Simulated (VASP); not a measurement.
As, 2 atoms in the cell. The cell holds a slab with vacuum, 2 atoms: a = 3.348 Å, b = 3.348 Å, c = 28.574 Å, α = 90.00°, β = 90.00°, γ = 120.00°. 

* Program: VASP 6.6.1
* Task: single point
* Functional: PBE
* Dispersion: D3(BJ)
* Potentials or basis: VASP PAW PBE potentials, release 64 (As)
* Cutoff: 520 eV
* k mesh: 9 × 9 × 1
* Occupations: gaussian, width 0.02 eV
* Spin: no spin polarisation
* Dipole correction: yes
* Further INCAR settings: ALGO = Normal; EDIFF = 1e-06; NBANDS = 12

Potentials or basis: VASP PAW PBE potentials, release 64 (As).

Run with:

```sh
$ cat potpaw_PBE.64/As/POTCAR > POTCAR
$ mpirun -np 1 vasp_std > vasp.out
```

Hardware: 1 thread of Intel(R) Xeon(R) Platinum 8259CL CPU @ 2.50GHz (Skylake/Cascade Lake) (shared host).

Problem. Estimate the wall time of this run.

Solution. Run time: 2.9 min on 1 thread of Intel(R) Xeon(R) Platinum 8259CL CPU @ 2.50GHz (Skylake/Cascade Lake), with other jobs on the host, peak memory 0.41 GiB. Counts: scf iterations 20, k points 12.
